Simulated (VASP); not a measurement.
# TiTe (P6_3/mmc) in VASP: notebook

Runs on TiTe. Level: r2SCAN. Tasks: single point.

Everything below comes from runs of VASP 6.6.1. Logs are shortened: lines on timing, memory, paths and dates and some standing lists are left out, and cuts for length are marked.

## (1) The cell of the first run

It takes space group P6_3/mmc (No. 194, hexagonal). Conventional cell: a = 3.758 Å, b = 3.758 Å, c = 7.191 Å, α = 90.00°, β = 90.00°, γ = 120.00°. Within 3.8 Å of Ti (site symmetry -3m) lie 6 Te at 2.82 Å and 8 Ti at 3.60 to 3.76 Å. Within 3.8 Å of Te (site symmetry -6m2) lie 6 Ti at 2.82 Å and 6 Te at 3.76 Å.

## (2) Single point, r2SCAN (21.98 Å³/atom)

POSCAR reads:

```
TiTe
1.0
    3.7577841847      0.0000000000      0.0000000000
   -1.8788920924      3.2543365659      0.0000000000
    0.0000000000      0.0000000000      7.1907681016
Ti Te
2 2
Direct
    0.0000000000      0.0000000000      0.0000000000
    0.0000000000      0.0000000000      0.5000000000
    0.3333333333      0.6666666667      0.2500000000
    0.6666666667      0.3333333333      0.7500000000
```

INCAR.step1 reads:

```
  ALGO = Normal
  EDIFF = 1E-4
  ENCUT = 520
  GGA = PE
  ISMEAR = 0
  LASPH = T
  LCHARG = F
  LREAL = F
  LWAVE = T
  NBANDS = 26
  NELM = 60
  PREC = Accurate
  SIGMA = 0.1
```

INCAR.step2 reads:

```
  ALGO = Normal
  EDIFF = 1E-6
  ENCUT = 520
  ISIF = 2
  ISMEAR = 0
  ISTART = 1
  LASPH = T
  LCHARG = T
  LELF = T
  LMIXTAU = T
  LREAL = F
  LVHAR = T
  LWAVE = F
  METAGGA = R2SCAN
  NBANDS = 26
  NELM = 60
  PREC = Accurate
  SIGMA = 0.1
```

KPOINTS reads:

```
k-points
0
Gamma
  12 12 8
```

Potentials or basis: VASP PAW PBE potentials, release 64 (Ti_sv, Te).

The run is started by

```console
$ cat potpaw_PBE.64/Ti_sv/POTCAR potpaw_PBE.64/Te/POTCAR > POTCAR
$ cp INCAR.step1 INCAR
$ mpirun -np 1 vasp_std > vasp.out
$ cp INCAR.step2 INCAR
$ mpirun -np 1 vasp_std > vasp.out
```

OUTCAR:

```text
EDIFF = 1E-6
   ENCUT = 520
   ISIF = 2
   ISMEAR = 0
   ISTART = 1
   LASPH = T
   LREAL = F
   METAGGA = R2SCAN
   NELM = 60
   PREC = Accurate

 ion  position               nearest neighbor table
   1  0.000  0.000  0.000-   3 2.82   4 2.82   4 2.82   3 2.82   4 2.82   3 2.82
   2  0.000  0.000  0.500-   3 2.82   4 2.82   4 2.82   3 2.82   4 2.82   3 2.82
   3  0.333  0.667  0.250-   1 2.82   2 2.82   1 2.82   2 2.82   1 2.82   2 2.82
   4  0.667  0.333  0.750-   1 2.82   2 2.82   1 2.82   2 2.82   1 2.82   2 2.82

  LATTYP: Found a hexagonal cell.
 ALAT       =     3.7577841847
 C/A-ratio  =     1.9135660134

  Lattice vectors:

 A1 = (   3.7577841847,   0.0000000000,   0.0000000000)
 A2 = (  -1.8788920924,   3.2543365659,   0.0000000000)
 A3 = (   0.0000000000,   0.0000000000,   7.1907681016)

Analysis of symmetry for initial positions (statically):
=====================================================================
 Subroutine PRICEL returns:
 Original cell was already a primitive cell.

 Routine SETGRP: Setting up the symmetry group for a
 hexagonal supercell.

 Subroutine GETGRP returns: Found 24 space group operations
 (whereof 12 operations were pure point group operations)
 out of a pool of 24 trial point group operations.

The static configuration has the point symmetry D_3d.
 The point group associated with its full space group is D_6h.

Analysis of symmetry for dynamics (positions and initial velocities):
=====================================================================
 Subroutine PRICEL returns:
 Original cell was already a primitive cell.

 Routine SETGRP: Setting up the symmetry group for a
 hexagonal supercell.

 Subroutine GETGRP returns: Found 24 space group operations
 (whereof 12 operations were pure point group operations)
 out of a pool of 24 trial point group operations.

The dynamic configuration has the point symmetry D_3d.
 The point group associated with its full space group is D_6h.

 Subroutine INISYM returns: Found 24 space group operations
 (whereof 12 operations are pure point group operations),
 and found     1 'primitive' translations

----------------------------------------------------------------------------------------

                                     Primitive cell

  volume of cell :      87.9366

  direct lattice vectors                    reciprocal lattice vectors
     3.757784185  0.000000000  0.000000000     0.266114271  0.153641146  0.000000000
    -1.878892092  3.254336566  0.000000000     0.000000000  0.307282292  0.000000000
     0.000000000  0.000000000  7.190768102     0.000000000  0.000000000  0.139067202

  length of vectors
     3.757784185  3.757784185  7.190768102     0.307282292  0.307282292  0.139067202

  position of ions in fractional coordinates (direct lattice)
     0.000000000  0.000000000  0.000000000
     0.000000000  0.000000000  0.500000000
     0.333333333  0.666666667  0.250000000
     0.666666667  0.333333333  0.750000000

  ion indices of the primitive-cell ions
   primitive index   ion index
                 1           1
                 2           2
                 3           3
                 4           4

----------------------------------------------------------------------------------------

 KPOINTS: k-points

Automatic generation of k-mesh.
 Grid dimensions read from file:
 generate k-points for:   12   12    8

 Generating k-lattice:

  Cartesian coordinates                     Fractional coordinates (reciprocal lattice)
     0.022176189  0.012803429  0.000000000     0.083333333  0.000000000  0.000000000
     0.000000000  0.025606858  0.000000000     0.000000000  0.083333333  0.000000000
     0.000000000  0.000000000  0.017383400     0.000000000  0.000000000  0.125000000

  Length of vectors
     0.025606858  0.025606858  0.017383400

  Shift w.r.t. Gamma in fractional coordinates (k-lattice)
     0.000000000  0.000000000  0.000000000

 Subroutine IBZKPT returns following result:
 ===========================================

 Found     95 irreducible k-points:

 Following reciprocal coordinates:
            Coordinates               Weight
  0.000000  0.000000  0.000000      1.000000
  0.083333 -0.000000  0.000000      6.000000
  0.166667 -0.000000  0.000000      6.000000
  0.250000  0.000000  0.000000      6.000000
  0.333333  0.000000  0.000000      6.000000
  0.416667 -0.000000  0.000000      6.000000
[... 16 lines left out ...]
  0.250000  0.000000  0.125000     12.000000
  0.333333  0.000000  0.125000     12.000000
 [... further k-points ...]
   k-points           NKPTS =     95   k-points in BZ     NKDIM =     95   number of bands    NBANDS=     26
   number of dos      NEDOS =    301   number of ions     NIONS =      4
   total plane-waves  NPLWV =  42336
   dimension x,y,z NGX =    28 NGY =   28 NGZ =   54
   dimension x,y,z NGXF=    56 NGYF=   56 NGZF=  108
   ions per type =               2   2
   NGX,Y,Z   is equivalent  to a cutoff of  12.39, 12.39, 12.48 a.u.
   NGXF,Y,Z  is equivalent  to a cutoff of  24.77, 24.77, 24.97 a.u.
 SYSTEM =  unknown system
   PREC   = accura    normal or accurate (medium, high low for compatibility)
   ISTART =      1    job   : 0-new  1-cont  2-samecut
   ICHARG =      0    charge: 1-file 2-atom 10-const
   ISPIN  =      1    spin polarized calculation?
   LNONCOLLINEAR =      F non collinear calculations
   LSORBIT =      F    spin-orbit coupling
   LASPH  =      T    aspherical Exc in radial PAW
   ENCUT  =  520.0 eV  38.22 Ry    6.18 a.u.   6.99  6.99 13.37*2*pi/ulx,y,z
   NELM   =     60;   NELMIN=  2; NELMDL=  0     # of ELM steps
   EDIFF  = 0.1E-05   stopping-criterion for ELM
   LREAL  =      F    real-space projection
   EDIFFG = 0.1E-04   stopping-criterion for IOM
   NSW    =      0    number of steps for IOM
   IBRION =     -1    ionic relax: 0-MD 1-quasi-New 2-CG
   NFREE  =      0    steps in history (QN), initial steepest desc. (CG)
   ISIF   =      2    stress and relaxation
   ISYM   =      2    0-nonsym 1-usesym 2-fastsym
   POTIM  = 0.5000    time-step for ionic-motion
   TEBEG  =    0.0;   TEEND  =   0.0 temperature during run
   PSTRESS=    0.0 pullay stress
   NELECT =      36.0000    total number of electrons
   NUPDOWN=      -1.0000    fix difference up-down
   EMIN   =  10.00;   EMAX   =-10.00  energy-range for DOS
   EFERMI =   0.00;   METHOD = LEGACY
   ISMEAR =     0;   SIGMA  =   0.10  broadening in eV -4-tet -1-fermi 0-gaus
   EFERMI_NEDOS =   21; number of points for ismear=-14 and -15
   IALGO  =     38    algorithm
   IMIX   =      4    mixing-type and parameters
     AMIX     =   0.40;   BMIX     =  1.00
     AMIX_MAG =   1.60;   BMIX_MAG =  1.00
  volume/ion in A,a.u.               =      21.98       148.36
  Fermi-wavevector in a.u.,A,eV,Ry     =   1.215586  2.297125 20.104650  1.477650
  Thomas-Fermi vector in A             =   2.350968
   LORBIT       =      0    0 simple, 1 ext, 2 COOP (PROOUT), +10 PAW based schemes
   METAGGA = R2SCAN    functional components
   LHFCALC =     F    Hartree Fock is set to
   AEXX    =    0.0000 exact exchange contribution
   IVDW    =     0    specifies the selected vdW correction
   LEPSILON=     F    determine dielectric tensor
   LRPA    =     F    only Hartree local field effects (RPA)
 non-spin polarized calculation
 Gauss-broadening in eV      SIGMA  =   0.10
  energy-cutoff  :      520.00
  volume of cell :       87.94
 maximum number of plane-waves:      2383
 NGX is ok and might be reduce to    28
   NGX = 13   NGY = 13   NGZ = 27

 number of electron      35.9999985 magnetization

 Free energy of the ion-electron system (eV)
  ---------------------------------------------------
  ext. energy  EPLUGINS =         0.00000000
  ---------------------------------------------------
  free energy    TOTEN  =       -79.47220351 eV

  energy without entropy =      -79.45432650  energy(sigma->0) =      -79.46326500

 E-fermi :   9.2835     XC(G=0): -11.3410

 val. band max:        9.2748388937   @ k =   0.0833   0.0833   0.2500
 cond. band min:       9.2980535834   @ k =   0.1667  -0.0000   0.1250
 fundamental gap:      0.0232146898
 Fermi energy:         9.2834825146

 k-point     1 :       0.0000    0.0000    0.0000
  band No.  band energies     occupation
      1     -50.6063      2.00000
      2     -50.6030      2.00000
      3     -25.8889      2.00000
      4     -25.8413      2.00000
      5     -25.8413      2.00000
      6     -25.8360      2.00000
[... 18 lines left out ...]
     25      13.0222      0.00000
     26      13.0223      0.00000

 k-point     2 :       0.0833   -0.0000    0.0000
  band No.  band energies     occupation
      1     -50.6060      2.00000
      2     -50.6028      2.00000
      3     -25.8880      2.00000
      4     -25.8446      2.00000
      5     -25.8421      2.00000
      6     -25.8389      2.00000
[... 18 lines left out ...]
     25      12.4712      0.00000
     26      12.8578      0.00000

 k-point     3 :       0.1667   -0.0000    0.0000
  band No.  band energies     occupation
      1     -50.6054      2.00000
      2     -50.6022      2.00000
      3     -25.8855      2.00000
      4     -25.8535      2.00000
      5     -25.8471      2.00000
      6     -25.8443      2.00000
[... 18 lines left out ...]
     25      11.8610      0.00000
     26      12.6437      0.00000

 k-point     4 :       0.2500    0.0000    0.0000
  band No.  band energies     occupation
      1     -50.6046      2.00000
      2     -50.6014      2.00000
      3     -25.8822      2.00000
      4     -25.8656      2.00000
      5     -25.8581      2.00000
      6     -25.8472      2.00000
[... 18 lines left out ...]
     25      11.4426      0.00000
     26      12.6541      0.00000

 k-point     5 :       0.3333    0.0000    0.0000
  band No.  band energies     occupation
      1     -50.6037      2.00000
      2     -50.6005      2.00000
      3     -25.8797      2.00000
      4     -25.8769      2.00000
      5     -25.8691      2.00000
      6     -25.8502      2.00000
[... 18 lines left out ...]
     25      11.8051      0.00000
     26      12.8252      0.00000

 k-point     6 :       0.4167   -0.0000    0.0000
  band No.  band energies     occupation
      1     -50.6031      2.00000
      2     -50.5999      2.00000
      3     -25.8869      2.00000
      4     -25.8772      2.00000
      5     -25.8761      2.00000
      6     -25.8523      2.00000
[... 427 lines left out ...]
 k-point    21 :       0.0833   -0.0000    0.1250
  band No.  band energies     occupation
      1     -50.6059      2.00000
      2     -50.6029      2.00000
      3     -25.8858      2.00000
      4     -25.8444      2.00000
      5     -25.8419      2.00000
      6     -25.8391      2.00000
[... 18 lines left out ...]
     25      12.4188      0.00000
     26      12.7767      0.00000

 k-point    22 :       0.1667   -0.0000    0.1250
  band No.  band energies     occupation
      1     -50.6053      2.00000
      2     -50.6023      2.00000
      3     -25.8834      2.00000
      4     -25.8533      2.00000
      5     -25.8473      2.00000
      6     -25.8440      2.00000
[... 18 lines left out ...]
     25      11.8297      0.00000
     26      12.5793      0.00000

 k-point    23 :       0.2500    0.0000    0.1250
  band No.  band energies     occupation
      1     -50.6045      2.00000
      2     -50.6015      2.00000
      3     -25.8802      2.00000
      4     -25.8654      2.00000
      5     -25.8584      2.00000
      6     -25.8470      2.00000
[... 18 lines left out ...]
     25      11.5023      0.00000
     26      12.5695      0.00000

 k-point    24 :       0.3333    0.0000    0.1250
  band No.  band energies     occupation
      1     -50.6036      2.00000
      2     -50.6006      2.00000
      3     -25.8785      2.00000
      4     -25.8758      2.00000
      5     -25.8694      2.00000
      6     -25.8499      2.00000
[... 18 lines left out ...]
     25      11.8035      0.00000
     26      12.6801      0.00000

 [... further k-points ...]

------------------------ aborting loop because EDIFF is reached ----------------------------------------

  FORCE on cell =-STRESS in cart. coord.  units (eV):
  Direction    XX          YY          ZZ          XY          YZ          ZX
  --------------------------------------------------------------------------------------
  -------------------------------------------------------------------------------------
  Total       -1.2204123     -1.2204123     -1.1413986      0.0000000      0.0000000      0.0000000
  in kB      -22.2355342    -22.2355342    -20.7959286      0.0000000      0.0000000      0.0000000
  external PRESSURE =     -21.7556657 kB  Pullay stress =       0.0000000 kB

 VOLUME and BASIS-vectors are now :
 -----------------------------------------------------------------------------
  energy-cutoff  :      520.00
  volume of cell :       87.94
      direct lattice vectors                 reciprocal lattice vectors
     3.757784185  0.000000000  0.000000000     0.266114271  0.153641146  0.000000000
    -1.878892092  3.254336566  0.000000000     0.000000000  0.307282292  0.000000000
     0.000000000  0.000000000  7.190768102     0.000000000  0.000000000  0.139067202

 POSITION                                       TOTAL-FORCE (eV/Angst)
 -----------------------------------------------------------------------------------
      0.00000      0.00000      0.00000        -0.000000      0.000000      0.000000
      0.00000      0.00000      3.59538        -0.000000      0.000000      0.000000
     -0.00000      2.16956      1.79769        -0.000000      0.000000     -0.000000
      1.87889      1.08478      5.39308         0.000000     -0.000000      0.000000
 -----------------------------------------------------------------------------------
    total drift:                               -0.000000      0.000000      0.000000

  FREE ENERGIE OF THE ION-ELECTRON SYSTEM (eV)
  ---------------------------------------------------
  free  energy   TOTEN  =       -79.4722035137 eV

  energy  without entropy=      -79.4543264962  energy(sigma->0) =      -79.46326500
```

Run time: 21 min. Hardware: 1 thread of Intel Xeon 8259CL, shared host; peak memory 0.34 GiB.

Results:

- Free energy: -79.4722 eV
- Pressure: -2.2 GPa
- Band gap on the k mesh: zero (bands 18 and 19 overlap by 0.35 eV)

Levels at points of the mesh, in eV from the Fermi level:
| k point | band 14 | band 15 | band 16 | band 17 | band 18 | band 19 | band 20 | band 21 | band 22 | band 23 |
| --- | --- | --- | --- | --- | --- | --- | --- | --- | --- | --- |
| (0.00, 0.00, 0.00) | -2.34 | -1.54 | -0.48 | -0.48 | -0.17 | -0.17 | -0.12 | -0.12 | 0.74 | 0.74 |
| (0.50, 0.00, 0.00) | -4.52 | -3.46 | -2.52 | -1.50 | -0.63 | 0.45 | 1.11 | 1.25 | 1.42 | 1.55 |
| (0.00, 0.00, 0.50) | -2.22 | -2.22 | -2.22 | 0.18 | 0.18 | 0.18 | 0.18 | 0.19 | 0.19 | 2.35 |
| (0.50, 0.00, 0.50) | -4.20 | -3.07 | -3.07 | -0.97 | -0.97 | 1.18 | 1.18 | 1.36 | 1.36 | 1.76 |

Caveat: the PAW data sets were made with another functional, which shifts forces and pressure a little; spin-orbit coupling is left out, which moves the levels of the heavy elements.

## (3) Single point, r2SCAN (22.62 Å³/atom)

This run uses another cell than the first one, of 22.62 Å³/atom.

POSCAR reads:

```
TiTe
1.0
    3.8091201174      0.0000000000      0.0000000000
   -1.9045600587      3.2987947877      0.0000000000
    0.0000000000      0.0000000000      7.2020852271
Ti Te
2 2
Direct
    0.0000000000      0.0000000000      0.0000000000
    0.0000000000      0.0000000000      0.5000000000
    0.3333333333      0.6666666667      0.2500000000
    0.6666666667      0.3333333333      0.7500000000
```

INCAR.step1 reads:

```
PREC = Accurate
ENCUT = 520
ISMEAR = 0
SIGMA = 0.1
LREAL = False
LASPH = True
NELM = 100
NBANDS = 26
GGA = PE
ALGO = Normal
EDIFF = 1E-4
LWAVE = True
LCHARG = False
```

INCAR.step2 reads:

```
PREC = Accurate
ENCUT = 520
EDIFF = 1E-7
ISMEAR = 0
SIGMA = 0.1
LREAL = False
LASPH = True
NELM = 100
ALGO = Normal
ISIF = 2
LWAVE = False
LCHARG = False
METAGGA = R2SCAN
LMIXTAU = True
NBANDS = 26
ISTART = 1
```

KPOINTS reads:

```
Automatic mesh
0
Gamma
  12 12 8
```

Potentials or basis: VASP PAW PBE potentials, release 64 (Ti_sv, Te).

The run is started by

```console
$ cat potpaw_PBE.64/Ti_sv/POTCAR potpaw_PBE.64/Te/POTCAR > POTCAR
$ cp INCAR.step1 INCAR
$ mpirun -np 1 vasp_std > vasp.out
$ cp INCAR.step2 INCAR
$ mpirun -np 1 vasp_std > vasp.out
```

Wall time 24 min (1 thread of Intel Xeon 8259CL, shared host); peak memory 0.34 GiB.

The run converged. Its results:

```yaml
Free_energy: -79.4209 eV
Pressure: -4.2 GPa
Band_gap_on_the_k_mesh: zero (bands 18 and 19 overlap by 0.34 eV)
```

Stress tensor (GPa, compression positive):
```
-4.24  0.00  0.00
 0.00 -4.24  0.00
 0.00  0.00 -4.11
```

Levels at points of the mesh, in eV from the Fermi level:
| k point | band 15 | band 16 | band 17 | band 18 | band 19 | band 20 | band 21 | band 22 |
| --- | --- | --- | --- | --- | --- | --- | --- | --- |
| (0.00, 0.00, 0.00) | -1.45 | -0.63 | -0.63 | -0.18 | -0.18 | -0.14 | -0.14 | 0.71 |
| (0.50, 0.00, 0.00) | -3.44 | -2.58 | -1.44 | -0.56 | 0.44 | 1.03 | 1.17 | 1.31 |
| (0.00, 0.00, 0.50) | -2.27 | -2.27 | 0.16 | 0.16 | 0.16 | 0.16 | 0.19 | 0.19 |
| (0.50, 0.00, 0.50) | -3.08 | -3.08 | -0.90 | -0.90 | 1.09 | 1.09 | 1.29 | 1.29 |

Caveat: the cell stands under tension; the PAW data sets were made with another functional, which shifts forces and pressure a little; spin-orbit coupling is left out, which moves the levels of the heavy elements.

The gap in the log of VASP goes by the Fermi energy; the results here count the filled bands.